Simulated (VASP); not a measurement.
# Ag (Fm-3m) in VASP: notebook

Ag is run at these levels: PBE; tasks: electric field gradients.

Everything below comes from runs of VASP 6.6.1. Logs are shortened: lines on timing, memory, paths and dates and some standing lists are left out, and cuts for length are marked.

### 1 The cell of the first run

It takes space group Fm-3m (No. 225, cubic). Conventional cell: a = 4.140 Å, b = 4.140 Å, c = 4.140 Å, α = 90.00°, β = 90.00°, γ = 90.00°. Ag (site symmetry m-3m) has 12 Ag at 2.93 Å within 3.9 Å.

### 2 Electric field gradients, PBE (volume scaled by 1.04)

File INCAR:

```
PREC     = Accurate       # precision mode
ENCUT    = 520            # plane-wave cutoff, eV
EDIFF    = 1E-8           # SCF threshold, eV
ISMEAR   = -1             # smearing method
SIGMA    = 0.05           # smearing width, eV
LREAL    = False          # projectors in reciprocal space
LASPH    = True           # aspherical terms in the spheres
NELM     = 80             # most SCF steps
ALGO     = Normal         # electronic algorithm
ISIF     = 2              # what is computed and relaxed
LWAVE    = False          # write WAVECAR
LCHARG   = False          # write CHGCAR
GGA      = PE             # functional
LEFG     = True         
NBANDS   = 12             # bands
```

File KPOINTS:

```
regular mesh
0
Gamma
  15 15 15
```

File POSCAR:

```
Ag
1.0
    0.0000000000      2.0699859780      2.0699859780
    2.0699859780      0.0000000000      2.0699859780
    2.0699859780      2.0699859780      0.0000000000
Ag
1
Direct
    0.0000000000      0.0000000000      0.0000000000
```

Potentials or basis: VASP PAW PBE potentials, release 64 (Ag).

Command:

```
$ cat potpaw_PBE.64/Ag/POTCAR > POTCAR
$ mpirun -np 1 vasp_std > vasp.out
```

OUTCAR:

```text
PREC = Accurate
   ENCUT = 520
   EDIFF = 1E-8
   ISMEAR = -1
   LREAL = False
   LASPH = True
   NELM = 80
   ISIF = 2
   GGA = PE

 ion  position               nearest neighbor table
   1  0.000  0.000  0.000-

  LATTYP: Found a face centered cubic cell.
 ALAT       =     4.1399719560

  Lattice vectors:

 A1 = (   0.0000000000,   2.0699859780,   2.0699859780)
 A2 = (   2.0699859780,   0.0000000000,   2.0699859780)
 A3 = (   2.0699859780,   2.0699859780,   0.0000000000)

Analysis of symmetry for initial positions (statically):
=====================================================================
 Subroutine PRICEL returns:
 Original cell was already a primitive cell.

 Routine SETGRP: Setting up the symmetry group for a
 face centered cubic supercell.

 Subroutine GETGRP returns: Found 48 space group operations
 (whereof 48 operations were pure point group operations)
 out of a pool of 48 trial point group operations.

The static configuration has the point symmetry O_h .

Analysis of symmetry for dynamics (positions and initial velocities):
=====================================================================
 Subroutine PRICEL returns:
 Original cell was already a primitive cell.

 Routine SETGRP: Setting up the symmetry group for a
 face centered cubic supercell.

 Subroutine GETGRP returns: Found 48 space group operations
 (whereof 48 operations were pure point group operations)
 out of a pool of 48 trial point group operations.

The dynamic configuration has the point symmetry O_h .

 Subroutine INISYM returns: Found 48 space group operations
 (whereof 48 operations are pure point group operations),
 and found     1 'primitive' translations

----------------------------------------------------------------------------------------

                                     Primitive cell

  volume of cell :      17.7391

  direct lattice vectors                    reciprocal lattice vectors
     0.000000000  2.069985978  2.069985978    -0.241547530  0.241547530  0.241547530
     2.069985978  0.000000000  2.069985978     0.241547530 -0.241547530  0.241547530
     2.069985978  2.069985978  0.000000000     0.241547530  0.241547530 -0.241547530

  length of vectors
     2.927402244  2.927402244  2.927402244     0.418372594  0.418372594  0.418372594

  position of ions in fractional coordinates (direct lattice)
     0.000000000  0.000000000  0.000000000

  ion indices of the primitive-cell ions
   primitive index   ion index
                 1           1

----------------------------------------------------------------------------------------

 KPOINTS: regular mesh

Automatic generation of k-mesh.
 Grid dimensions read from file:
 generate k-points for:   15   15   15

 Generating k-lattice:

  Cartesian coordinates                     Fractional coordinates (reciprocal lattice)
    -0.016103169  0.016103169  0.016103169     0.066666667  0.000000000  0.000000000
     0.016103169 -0.016103169  0.016103169     0.000000000  0.066666667  0.000000000
     0.016103169  0.016103169 -0.016103169     0.000000000  0.000000000  0.066666667

  Length of vectors
     0.027891506  0.027891506  0.027891506

  Shift w.r.t. Gamma in fractional coordinates (k-lattice)
     0.000000000  0.000000000  0.000000000

 Subroutine IBZKPT returns following result:
 ===========================================

 Found    120 irreducible k-points:

 Following reciprocal coordinates:
            Coordinates               Weight
  0.000000  0.000000  0.000000      1.000000
  0.066667  0.000000  0.000000      8.000000
  0.133333  0.000000  0.000000      8.000000
  0.200000  0.000000  0.000000      8.000000
  0.266667  0.000000  0.000000      8.000000
  0.333333  0.000000  0.000000      8.000000
[... 16 lines left out ...]
  0.133333  0.133333  0.000000      6.000000
  0.200000  0.133333  0.000000     24.000000
 [... further k-points ...]
   k-points           NKPTS =    120   k-points in BZ     NKDIM =    120   number of bands    NBANDS=     12
   number of dos      NEDOS =    301   number of ions     NIONS =      1
   total plane-waves  NPLWV =  13824
   dimension x,y,z NGX =    24 NGY =   24 NGZ =   24
   dimension x,y,z NGXF=    48 NGYF=   48 NGZF=   48
   ions per type =               1
   NGX,Y,Z   is equivalent  to a cutoff of  13.63, 13.63, 13.63 a.u.
   NGXF,Y,Z  is equivalent  to a cutoff of  27.26, 27.26, 27.26 a.u.
 SYSTEM =  unknown system
   PREC   = accura    normal or accurate (medium, high low for compatibility)
   ISTART =      0    job   : 0-new  1-cont  2-samecut
   ICHARG =      2    charge: 1-file 2-atom 10-const
   ISPIN  =      1    spin polarized calculation?
   LNONCOLLINEAR =      F non collinear calculations
   LSORBIT =      F    spin-orbit coupling
   LASPH  =      T    aspherical Exc in radial PAW
   ENCUT  =  520.0 eV  38.22 Ry    6.18 a.u.   5.44  5.44  5.44*2*pi/ulx,y,z
   NELM   =     80;   NELMIN=  2; NELMDL= -5     # of ELM steps
   EDIFF  = 0.1E-07   stopping-criterion for ELM
   LREAL  =      F    real-space projection
   EDIFFG = 0.1E-06   stopping-criterion for IOM
   NSW    =      0    number of steps for IOM
   IBRION =     -1    ionic relax: 0-MD 1-quasi-New 2-CG
   NFREE  =      0    steps in history (QN), initial steepest desc. (CG)
   ISIF   =      2    stress and relaxation
   ISYM   =      2    0-nonsym 1-usesym 2-fastsym
   POTIM  = 0.5000    time-step for ionic-motion
   TEBEG  =    0.0;   TEEND  =   0.0 temperature during run
   PSTRESS=    0.0 pullay stress
   NELECT =      11.0000    total number of electrons
   NUPDOWN=      -1.0000    fix difference up-down
   EMIN   =  10.00;   EMAX   =-10.00  energy-range for DOS
   EFERMI =   0.00;   METHOD = LEGACY
   ISMEAR =    -1;   SIGMA  =   0.05  broadening in eV -4-tet -1-fermi 0-gaus
   EFERMI_NEDOS =   21; number of points for ismear=-14 and -15
   IALGO  =     38    algorithm
   IMIX   =      4    mixing-type and parameters
     AMIX     =   0.40;   BMIX     =  1.00
     AMIX_MAG =   1.60;   BMIX_MAG =  1.00
  volume/ion in A,a.u.               =      17.74       119.71
  Fermi-wavevector in a.u.,A,eV,Ry     =   1.396031  2.638116 26.516420  1.948902
  Thomas-Fermi vector in A             =   2.519425
   LORBIT       =      0    0 simple, 1 ext, 2 COOP (PROOUT), +10 PAW based schemes
   GGA     = PE    functional components
   LHFCALC =     F    Hartree Fock is set to
   AEXX    =    0.0000 exact exchange contribution
   IVDW    =     0    specifies the selected vdW correction
   LEPSILON=     F    determine dielectric tensor
   LRPA    =     F    only Hartree local field effects (RPA)
 non-spin polarized calculation
  energy-cutoff  :      520.00
  volume of cell :       17.74
 maximum number of plane-waves:       531
 NGX is ok and might be reduce to    24
   NGX = 11   NGY = 11   NGZ = 11

 number of electron      10.9999999 magnetization

 Free energy of the ion-electron system (eV)
  ---------------------------------------------------
  ext. energy  EPLUGINS =         0.00000000
  ---------------------------------------------------
  free energy    TOTEN  =        -2.71507309 eV

  energy without entropy =       -2.71135345  energy(sigma->0) =       -2.71321327

 E-fermi :   8.0208     XC(G=0): -11.9755

 val. band max:        8.0028827676   @ k =  -0.3333   0.2000   0.0000
 cond. band min:       8.0411604174   @ k =  -0.2667   0.2667   0.0667
 fundamental gap:      0.0382776498
 Fermi energy:         8.0208163002

 k-point     1 :       0.0000    0.0000    0.0000
  band No.  band energies     occupation
      1       0.4103      2.00000
      2       3.2213      2.00000
      3       3.2213      2.00000
      4       3.2213      2.00000
      5       4.1843      2.00000
      6       4.1843      2.00000
      7      23.8248      0.00000
      8      27.1688      0.00000
      9      27.1688      0.00000
     10      27.1688      0.00000
     11      31.8824      0.00000
     12      32.7736      0.00000

 k-point     2 :       0.0667    0.0000    0.0000
  band No.  band energies     occupation
      1       0.5447      2.00000
      2       3.1922      2.00000
      3       3.2572      2.00000
      4       3.2572      2.00000
      5       4.1711      2.00000
      6       4.1711      2.00000
      7      23.8215      0.00000
      8      26.0384      0.00000
      9      27.2065      0.00000
     10      27.2065      0.00000
     11      31.7684      0.00000
     12      32.6398      0.00000
[... 316 lines left out ...]
 k-point    24 :       0.2000    0.1333    0.0000
  band No.  band energies     occupation
      1       1.5101      2.00000
      2       2.8567      2.00000
      3       3.5576      2.00000
      4       3.5891      2.00000
      5       3.9642      2.00000
      6       4.3621      2.00000
      7      22.6714      0.00000
      8      24.3453      0.00000
      9      24.5638      0.00000
     10      26.1456      0.00000
     11      29.3489      0.00000
     12      32.7150      0.00000

 [... further k-points ...]
[... 5 lines left out ...]
  --------------------------------------------------------------------------------------
  -------------------------------------------------------------------------------------
  Total        0.0377610      0.0377610      0.0377610      0.0000000      0.0000000     -0.0000000
  in kB        3.4105290      3.4105290      3.4105290      0.0000000      0.0000000     -0.0000000
  external PRESSURE =       3.4105290 kB  Pullay stress =       0.0000000 kB

 VOLUME and BASIS-vectors are now :
 -----------------------------------------------------------------------------
  energy-cutoff  :      520.00
  volume of cell :       17.74
      direct lattice vectors                 reciprocal lattice vectors
     0.000000000  2.069985978  2.069985978    -0.241547530  0.241547530  0.241547530
     2.069985978  0.000000000  2.069985978     0.241547530 -0.241547530  0.241547530
     2.069985978  2.069985978  0.000000000     0.241547530  0.241547530 -0.241547530

 POSITION                                       TOTAL-FORCE (eV/Angst)
 -----------------------------------------------------------------------------------
      0.00000      0.00000      0.00000         0.000000      0.000000      0.000000
 -----------------------------------------------------------------------------------
    total drift:                               -0.000000      0.000000     -0.000000

  FREE ENERGIE OF THE ION-ELECTRON SYSTEM (eV)
  ---------------------------------------------------
  free  energy   TOTEN  =        -2.7150730905 eV

  energy  without entropy=       -2.7113534468  energy(sigma->0) =       -2.71321327

 Electric field gradients (V/A^2)
---------------------------------------------------------------------
 ion       V_xx      V_yy      V_zz      V_xy      V_xz      V_yz
---------------------------------------------------------------------
   1      -0.000     0.000     0.000     0.001     0.001     0.001
---------------------------------------------------------------------

 Electric field gradients after diagonalization (V/A^2)
 (convention: |V_zz| > |V_xx| > |V_yy|)
----------------------------------------------------------------------
 ion       V_xx      V_yy      V_zz     asymmetry (V_yy - V_xx)/ V_zz
----------------------------------------------------------------------
   1      -0.001    -0.001     0.001       0.000
----------------------------------------------------------------------

           NMR quadrupolar parameters

 Cq : quadrupolar parameter    Cq=e*Q*V_zz/h
 eta: asymmetry parameters     (V_yy - V_xx)/ V_zz
 Q  : nuclear electric quadrupole moment in mb (millibarn)
----------------------------------------------------------------------
 ion       Cq(MHz)       eta       Q (mb)
----------------------------------------------------------------------
   1       0.000       0.000       1.000
----------------------------------------------------------------------
```

It took 7.8 s on 1 thread of Intel Xeon 6975P-C (Granite Rapids), shared host; peak memory 0.15 GiB.

Results:

```yaml
Free_energy: -2.7151 eV
Pressure: 0.3 GPa
```

Levels at points of the mesh, in eV from the Fermi level:
| k point | band 4 | band 5 | band 6 | band 7 | band 8 | band 9 |
| --- | --- | --- | --- | --- | --- | --- |
| (0.00, 0.00, 0.00) | -4.80 | -3.84 | -3.84 | 15.80 | 19.15 | 19.15 |

Caveat: without QUAD_EFG the Cq values of the log hold for a quadrupole moment of 1 mb, not for the nuclei.

[end of part 1 of 2]
